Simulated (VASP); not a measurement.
Lu3F2:

```xyz
5
Lattice="3.8328 0.0000 0.0000 -1.9164 3.3193 0.0000 0.0000 0.0000 9.4144" Properties=species:S:1:pos:R:3 pbc="T T T"
Lu    0.0000    2.2129    6.3899
Lu    1.9164    1.1064    3.0245
Lu    3.8328    0.0000    0.0000
F     0.0000    2.2129    3.1468
F     1.9164    1.1064    6.2676
```

The cell was generated, and may not be a known phase.

```yaml
Program: VASP 6.6.1
Task: relaxation of cell and atoms
Functional: PBE
Potentials_or_basis: VASP PAW PBE potentials, release 64 (Lu, F)
Cutoff: 600 eV
k_mesh: 6 × 6 × 2
Occupations: gaussian, width 0.1 eV
Spin: no spin polarisation
```

At the start: pressure -0.4 GPa; volume 23.95 Å³/atom.

**Question.** How do energy, volume and symmetry change on relaxing?

**Answer.** Over 30 steps the energy falls by 289.0 meV/atom and the volume is 21.86 Å³/atom (-8.7 %); space group P-3m1 (No. 164, to 0.1 Å) before and after.

The path:
```
step  energy change (eV)  largest force (eV/Å)  pressure (GPa)  volume (Å³)
   1              0.0000                0.2493           -0.40       119.77
   2             -0.0081                0.2346            0.08       118.73
   3             -0.0143                0.2148            1.19       116.62
   4             -0.0176                0.2167            1.18       116.59
   5             -0.0276                0.2522            1.22       116.50
   6             -0.0494                0.3523            1.25       116.32
   7             -0.0956                0.5280            1.25       115.96
   8             -0.1733                0.8530            0.98       115.22
   9             -0.0118                1.1031           -0.23       113.68
  10             -0.1808                0.9094            0.81       115.00
  11             -0.1871                0.9807            0.42       114.60
  12             -0.1893                0.9823            0.45       114.58
  13             -0.1953                0.9841            0.29       114.53
  14             -0.2036                0.9743            0.12       114.42
  15             -0.1995                0.9017           -0.15       114.21
  16             -0.2057                0.9569            0.03       114.35
  17             -0.2183                0.9539            0.01       114.34
  18             -0.2559                0.9445           -0.02       114.31
  19             -0.3302                0.9183           -0.13       114.25
  20             -0.4743                0.8399           -0.37       114.10
  21             -0.7297                0.6422           -0.96       113.74
  22             -0.9682                1.5260           -2.27       112.70
  23             -1.1746                1.2497           -1.44       110.73
  24             -1.3962                0.6410            0.68       106.55
  25             -1.4039                0.4709            1.46       105.40
  26             -1.4042                0.4937            1.31       105.55
  27             -1.4261                0.3643            0.72       106.99
  28             -1.4423                0.1706           -0.23       109.31
  29             -1.4429                0.1316           -0.42       109.81
  30             -1.4450                0.0339           -0.01       109.32
```

Final structure:
```
Lu F
1.0
     3.46514    0.00000    0.00000
    -1.73257    3.00090    0.00000
     0.00000    0.00000   10.51290
Lu F
3 2
Direct
  0.33333 0.66667 0.73818
  0.66667 0.33333 0.26182
  0.00000 0.00000 0.00000
  0.33333 0.66667 0.38094
  0.66667 0.33333 0.61906
```

Caveat: an odd number of electrons without spin polarisation forces a metal; a magnetic or distorted state may lie lower.
